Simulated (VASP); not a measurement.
AlRu: single point with PBEsol

The system is AlRu.

```
Al Ru
1.0
     2.97633    0.00000    0.00000
     0.00000    2.97633    0.00000
     0.00000    0.00000    5.95265
Al Ru
2 2
Direct
  0.00000 0.00000 0.99509
  0.00000 0.00000 0.50491
  0.50000 0.50000 0.25000
  0.50000 0.50000 0.75000
```

This cell differs from its parent crystal: mode 4 frozen in at +0.000 Å and mode 12 at -0.029 Å (largest displacements).

- Program: VASP 6.6.1
- Task: single point
- Functional: PBEsol
- Potentials or basis: VASP PAW PBE potentials, release 64 (Al, Ru_pv)
- Cutoff: 520 eV
- k mesh: 16 × 16 × 8
- Occupations: gaussian, width 0.15 eV
- Spin: no spin polarisation

* Pressure: 0.2 GPa
* Largest force: 0.330 eV/Å
* Band gap on the k mesh: zero (band 17 reaches 12.63 eV, above the bottom of band 18 at 9.55 eV)

Forces in eV/Å, atoms in the order of the input:
```
Al   0.000  0.000  0.330
Al   0.000  0.000 -0.330
Ru   0.000  0.000  0.000
Ru   0.000  0.000  0.000
```

Levels at points of the mesh, in eV from the Fermi level:
| k point | band 15 | band 16 | band 17 | band 18 | band 19 | band 20 |
| --- | --- | --- | --- | --- | --- | --- |
| (0.00, 0.00, 0.00) | 0.17 | 0.18 | 0.18 | 0.45 | 2.32 | 6.13 |
| (0.50, 0.00, 0.00) | -1.39 | -1.21 | -1.20 | 0.44 | 1.55 | 2.32 |
| (0.50, 0.50, 0.00) | -1.21 | 1.54 | 1.64 | 1.65 | 2.68 | 4.12 |
| (0.00, 0.00, 0.50) | -0.84 | -0.84 | 0.26 | 0.35 | 3.12 | 3.17 |
| (0.50, 0.00, 0.50) | -1.52 | -1.36 | -0.52 | -0.44 | 2.14 | 2.18 |
| (0.50, 0.50, 0.50) | 1.58 | 1.61 | 1.79 | 1.79 | 1.99 | 1.99 |

Run time: 2.2 min on 1 thread of Intel(R) Xeon(R) 6975P-C (Granite Rapids), on a shared host, peak memory 0.35 GiB.

Caveat: the cell differs from its parent crystal (mode 4 frozen in at +0.000 Å and mode 12 at -0.029 Å (largest displacements)); the PAW data sets were made with another functional, which shifts forces and pressure a little.
